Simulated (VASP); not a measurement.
# Co2W (P-3m1) in VASP: single point with PBE

Aim: the single point of Co2W with PBE.

All numbers are computed with VASP 6.6.1; they aren't measurements. Logs are shortened: lines on timing, memory, paths and dates and some standing lists are left out, and cuts for length are marked.

### Step 1. The cell of the first run

The structure is trigonal, space group P-3m1 (No. 164). Conventional cell: a = 2.672 Å, b = 2.672 Å, c = 12.527 Å, α = 90.00°, β = 90.00°, γ = 120.00°. Within 3.3 Å of Co (site symmetry 3m) lie 9 Co at 2.49 to 2.67 Å and 3 W at 2.60 Å. Within 3.2 Å of Co (site symmetry 3m) lie 12 Co at 2.44 to 2.67 Å. Within 3.4 Å of W (site symmetry 3m) lie 3 Co at 2.60 Å and 9 W at 2.67 to 2.96 Å.

### Step 2. Single point, PBE, collinear spin, ferromagnetic start

Input file INCAR:

```
SYSTEM = Co2W
PREC     = Accurate       ! precision mode
ENCUT    = 690            ! plane-wave cutoff, eV
EDIFF    = 1E-6           ! SCF threshold, eV
ISMEAR   = 0              ! smearing method
SIGMA    = 0.1            ! smearing width, eV
LREAL    = .FALSE.        ! projectors in reciprocal space
LASPH    = .TRUE.         ! aspherical terms in the spheres
NELM     = 200            ! most SCF steps
ALGO     = Normal         ! electronic algorithm
ISIF     = 2              ! what is computed and relaxed
LWAVE    = .FALSE.        ! write WAVECAR
LCHARG   = .TRUE.         ! write CHGCAR
ISPIN    = 2              ! spin polarisation
MAGMOM   = 3 3 3 3 0 0    ! initial moments
LORBIT   = 11             ! projections on sites
LMAXMIX  = 4              ! l up to which the mixer works
GGA      = PE             ! functional
LELF     = .TRUE.         ! ELF
LVHAR    = .TRUE.       
NBANDS   = 61             ! bands
GGA_COMPAT= .FALSE.
```

Input file KPOINTS:

```
regular mesh
0
G
  6 6 2
  0 0 0
```

Input file POSCAR:

```
Co2W
1.0
    2.6718971089      0.0000000000      0.0000000000
   -1.3359485544      2.3139307726      0.0000000000
    0.0000000000      0.0000000000     12.5273722125
Co W
4 2
Direct
    0.6666666667      0.3333333333      0.7318753586
    0.6666666667      0.3333333333      0.4244298815
    0.3333333333      0.6666666667      0.2681246414
    0.3333333333      0.6666666667      0.5755701185
    0.6666666667      0.3333333333      0.1007053256
    0.3333333333      0.6666666667      0.8992946744
```

Potentials or basis: VASP PAW PBE potentials, release 64 (Co_sv, W_sv).

Launch:

```
$ cat potpaw_PBE.64/Co_sv/POTCAR potpaw_PBE.64/W_sv/POTCAR > POTCAR
$ mpirun -np 1 vasp_std > vasp.out
```

OUTCAR:

```text
SYSTEM = Co2W
   PREC = Accurate
   ENCUT = 690
   EDIFF = 1E-6
   ISMEAR = 0
   LREAL = .FALSE.
   LASPH = .TRUE.
   NELM = 200
   ISIF = 2
   ISPIN = 2
   LORBIT = 11
   GGA = PE

 ion  position               nearest neighbor table
   1  0.667  0.333  0.732-   4 2.49   4 2.49   4 2.49   6 2.60   6 2.60   6 2.60
   2  0.667  0.333  0.424-   4 2.44   4 2.44   4 2.44   3 2.49   3 2.49   3 2.49
   3  0.333  0.667  0.268-   2 2.49   2 2.49   2 2.49   5 2.60   5 2.60   5 2.60
   4  0.333  0.667  0.576-   2 2.44   2 2.44   2 2.44   1 2.49   1 2.49   1 2.49
   5  0.667  0.333  0.101-   3 2.60   3 2.60   3 2.60   6 2.96   6 2.96   6 2.96
   6  0.333  0.667  0.899-   1 2.60   1 2.60   1 2.60   5 2.96   5 2.96   5 2.96

  LATTYP: Found a hexagonal cell.
 ALAT       =     2.6718971089
 C/A-ratio  =     4.6885683475

  Lattice vectors:

 A1 = (   2.6718971089,   0.0000000000,   0.0000000000)
 A2 = (  -1.3359485544,   2.3139307726,   0.0000000000)
 A3 = (   0.0000000000,   0.0000000000,  12.5273722125)

Analysis of symmetry for initial positions (statically):
=====================================================================
 Subroutine PRICEL returns:
 Original cell was already a primitive cell.

 Routine SETGRP: Setting up the symmetry group for a
 hexagonal supercell.

 Subroutine GETGRP returns: Found 12 space group operations
 (whereof 12 operations were pure point group operations)
 out of a pool of 24 trial point group operations.

The static configuration has the point symmetry D_3d.

Analysis of symmetry for dynamics (positions and initial velocities):
=====================================================================
 Subroutine PRICEL returns:
 Original cell was already a primitive cell.

 Routine SETGRP: Setting up the symmetry group for a
 hexagonal supercell.

 Subroutine GETGRP returns: Found 12 space group operations
 (whereof 12 operations were pure point group operations)
 out of a pool of 24 trial point group operations.

The dynamic configuration has the point symmetry D_3d.

Analysis of structural, dynamic, and magnetic symmetry:
=====================================================================
 Subroutine PRICEL returns:
 Original cell was already a primitive cell.

 Routine SETGRP: Setting up the symmetry group for a
 hexagonal supercell.

 Subroutine GETGRP returns: Found 12 space group operations
 (whereof 12 operations were pure point group operations)
 out of a pool of 24 trial point group operations.

The overall configuration has the point symmetry D_3d.

 Subroutine INISYM returns: Found 12 space group operations
 (whereof 12 operations are pure point group operations),
 and found     1 'primitive' translations

----------------------------------------------------------------------------------------

                                     Primitive cell

  volume of cell :      77.4515

  direct lattice vectors                    reciprocal lattice vectors
     2.671897109  0.000000000  0.000000000     0.374265909  0.216082523  0.000000000
    -1.335948554  2.313930773  0.000000000     0.000000000  0.432165047  0.000000000
     0.000000000  0.000000000 12.527372212     0.000000000  0.000000000  0.079825201

  length of vectors
     2.671897109  2.671897109 12.527372212     0.432165047  0.432165047  0.079825201

  position of ions in fractional coordinates (direct lattice)
     0.666666667  0.333333333  0.731875359
     0.666666667  0.333333333  0.424429881
     0.333333333  0.666666667  0.268124641
     0.333333333  0.666666667  0.575570118
     0.666666667  0.333333333  0.100705326
     0.333333333  0.666666667  0.899294674

  ion indices of the primitive-cell ions
   primitive index   ion index
                 1           1
                 2           2
                 3           3
                 4           4
                 5           5
                 6           6

----------------------------------------------------------------------------------------

 KPOINTS: regular mesh

Automatic generation of k-mesh.
[... 35 lines left out ...]
  0.333333  0.166667  0.500000     12.000000
  0.333333  0.333333  0.500000      2.000000
   k-points           NKPTS =     14   k-points in BZ     NKDIM =     14   number of bands    NBANDS=     61
   number of dos      NEDOS =    301   number of ions     NIONS =      6
   total plane-waves  NPLWV =  62208
   dimension x,y,z NGX =    24 NGY =   24 NGZ =  108
   dimension x,y,z NGXF=    48 NGYF=   48 NGZF=  216
   ions per type =               4   2
   NGX,Y,Z   is equivalent  to a cutoff of  14.93, 14.93, 14.33 a.u.
   NGXF,Y,Z  is equivalent  to a cutoff of  29.87, 29.87, 28.66 a.u.
 SYSTEM =  Co2W
   PREC   = accura    normal or accurate (medium, high low for compatibility)
   ISTART =      0    job   : 0-new  1-cont  2-samecut
   ICHARG =      2    charge: 1-file 2-atom 10-const
   ISPIN  =      2    spin polarized calculation?
   LNONCOLLINEAR =      F non collinear calculations
   LSORBIT =      F    spin-orbit coupling
   LASPH  =      T    aspherical Exc in radial PAW
   ENCUT  =  690.0 eV  50.71 Ry    7.12 a.u.   5.72  5.72 26.83*2*pi/ulx,y,z
   NELM   =    200;   NELMIN=  2; NELMDL= -5     # of ELM steps
   EDIFF  = 0.1E-05   stopping-criterion for ELM
   LREAL  =      F    real-space projection
   EDIFFG = 0.1E-04   stopping-criterion for IOM
   NSW    =      0    number of steps for IOM
   IBRION =     -1    ionic relax: 0-MD 1-quasi-New 2-CG
   NFREE  =      0    steps in history (QN), initial steepest desc. (CG)
   ISIF   =      2    stress and relaxation
   ISYM   =      2    0-nonsym 1-usesym 2-fastsym
   POTIM  = 0.5000    time-step for ionic-motion
   TEBEG  =    0.0;   TEEND  =   0.0 temperature during run
   PSTRESS=    0.0 pullay stress
   NELECT =      96.0000    total number of electrons
   NUPDOWN=      -1.0000    fix difference up-down
   EMIN   =  10.00;   EMAX   =-10.00  energy-range for DOS
   EFERMI =   0.00;   METHOD = LEGACY
   ISMEAR =     0;   SIGMA  =   0.10  broadening in eV -4-tet -1-fermi 0-gaus
   EFERMI_NEDOS =   21; number of points for ismear=-14 and -15
   IALGO  =     38    algorithm
   IMIX   =      4    mixing-type and parameters
     AMIX     =   0.40;   BMIX     =  1.00
     AMIX_MAG =   1.60;   BMIX_MAG =  1.00
  volume/ion in A,a.u.               =      12.91        87.11
  Fermi-wavevector in a.u.,A,eV,Ry     =   1.758552  3.323181 42.076087  3.092505
  Thomas-Fermi vector in A             =   2.827688
   LORBIT       =     11    0 simple, 1 ext, 2 COOP (PROOUT), +10 PAW based schemes
   GGA     = PE    functional components
   LHFCALC =     F    Hartree Fock is set to
   AEXX    =    0.0000 exact exchange contribution
   IVDW    =     0    specifies the selected vdW correction
   LEPSILON=     F    determine dielectric tensor
   LRPA    =     F    only Hartree local field effects (RPA)
 spin polarized calculation
 Gauss-broadening in eV      SIGMA  =   0.10
  energy-cutoff  :      690.00
  volume of cell :       77.45
 maximum number of plane-waves:      3212
 NGX is ok and might be reduce to    24
   NGX = 11   NGY = 11   NGZ = 53

 number of electron      95.9999919 magnetization      10.2866519

 number of electron      95.9999934 magnetization       4.4348027

 Free energy of the ion-electron system (eV)
  ---------------------------------------------------
  ext. energy  EPLUGINS =         0.00000000
  ---------------------------------------------------
  free energy    TOTEN  =       -52.81823180 eV

  energy without entropy =      -52.79292889  energy(sigma->0) =      -52.80558035

 E-fermi :  11.1298     XC(G=0): -13.5686

 val. band max:       11.1212115429   @ k =   0.3333  -0.0000   0.5000
 cond. band min:      11.1465520271   @ k =   0.5000  -0.0000   0.5000
 fundamental gap:      0.0253404842
 Fermi energy:        11.1297598396

 spin component 1

 k-point     1 :       0.0000    0.0000    0.0000
  band No.  band energies     occupation
      1     -84.8851      1.00000
      2     -84.8515      1.00000
      3     -84.2552      1.00000
      4     -84.2552      1.00000
      5     -62.6102      1.00000
      6     -62.5766      1.00000
[... 871 lines left out ...]
     59      16.8297      0.00000
     60      16.8297      0.00000
 Fermi energy:        11.1297598396

 spin component 2

 k-point     1 :       0.0000    0.0000    0.0000
  band No.  band energies     occupation
      1     -83.1951      1.00000
      2     -83.1951      1.00000
      3     -82.8747      1.00000
      4     -82.8387      1.00000
      5     -62.6619      1.00000
      6     -62.6282      1.00000
[... 871 lines left out ...]
     59      17.0513      0.00000
     60      17.1735      0.00000
 [bands above 60 left out]

------------------------ aborting loop because EDIFF is reached ----------------------------------------

  FORCE on cell =-STRESS in cart. coord.  units (eV):
  Direction    XX          YY          ZZ          XY          YZ          ZX
  --------------------------------------------------------------------------------------
  -------------------------------------------------------------------------------------
  Total        0.0725553      0.0725553     -0.1887040      0.0000000      0.0000000      0.0000000
  in kB        1.5008929      1.5008929     -3.9035671      0.0000000      0.0000000      0.0000000
  external PRESSURE =      -0.3005938 kB  Pullay stress =       0.0000000 kB

 VOLUME and BASIS-vectors are now :
 -----------------------------------------------------------------------------
  energy-cutoff  :      690.00
  volume of cell :       77.45
      direct lattice vectors                 reciprocal lattice vectors
     2.671897109  0.000000000  0.000000000     0.374265909  0.216082523  0.000000000
    -1.335948554  2.313930773  0.000000000     0.000000000  0.432165047  0.000000000
     0.000000000  0.000000000 12.527372212     0.000000000  0.000000000  0.079825201

 POSITION                                       TOTAL-FORCE (eV/Angst)
 -----------------------------------------------------------------------------------
      1.33595      0.77131      9.16848        -0.000000      0.000000     -0.018101
      1.33595      0.77131      5.31699         0.000000      0.000000     -0.000682
     -0.00000      1.54262      3.35890         0.000000     -0.000000      0.018101
     -0.00000      1.54262      7.21038        -0.000000     -0.000000      0.000682
      1.33595      0.77131      1.26157         0.000000      0.000000      0.005821
     -0.00000      1.54262     11.26580        -0.000000      0.000000     -0.005821
 -----------------------------------------------------------------------------------
    total drift:                                0.000000     -0.000000      0.000000

  FREE ENERGIE OF THE ION-ELECTRON SYSTEM (eV)
  ---------------------------------------------------
  free  energy   TOTEN  =       -52.8182318046 eV

  energy  without entropy=      -52.7929288901  energy(sigma->0) =      -52.80558035

 total charge

# of ion       s       p       d       tot
------------------------------------------
    1        2.232   6.105   6.720  15.058
    2        2.232   6.097   6.681  15.009
    3        2.232   6.105   6.720  15.058
    4        2.232   6.097   6.681  15.009
    5        2.435   6.342   3.449  12.226
    6        2.435   6.342   3.449  12.226
--------------------------------------------------
tot         13.798  37.088  33.698  84.585

 magnetization (x)

# of ion       s       p       d       tot
------------------------------------------
    1       -0.003  -0.010   0.878   0.865
    2       -0.003  -0.013   1.661   1.645
    3       -0.003  -0.010   0.878   0.865
    4       -0.003  -0.013   1.661   1.645
    5       -0.007  -0.025  -0.095  -0.127
    6       -0.007  -0.025  -0.095  -0.127
--------------------------------------------------
tot         -0.026  -0.095   4.888   4.767
```

Run time: 5.7 min. Hardware: 1 thread of Intel Xeon Platinum 8259CL at 2.50GHz (Skylake/Cascade Lake), shared host; peak memory 0.37 GiB.

Results:

- Free energy: -52.8182 eV
- Pressure: 0.0 GPa
- Largest force: 0.018 eV/Å
- Net moment: 4.43 μB per cell
- Site moments: Co +0.86, +1.65 (each value once); W -0.13 μB
- Valence electrons inside the program's atomic spheres: Co 15.06, 15.01 (each value once); W 12.23

Forces in eV/Å, atoms in the order of the input:
```
Co   0.000  0.000 -0.018
Co   0.000  0.000 -0.001
Co   0.000  0.000  0.018
Co   0.000  0.000  0.001
W    0.000  0.000  0.006
W    0.000  0.000 -0.006
```

Stress tensor (GPa, compression positive):
```
 0.15  0.00  0.00
 0.00  0.15  0.00
 0.00  0.00 -0.39
```

Caveat: the k points lie up to 0.45 Å⁻¹ apart; spin-orbit coupling is left out, which moves the levels of the heavy elements.
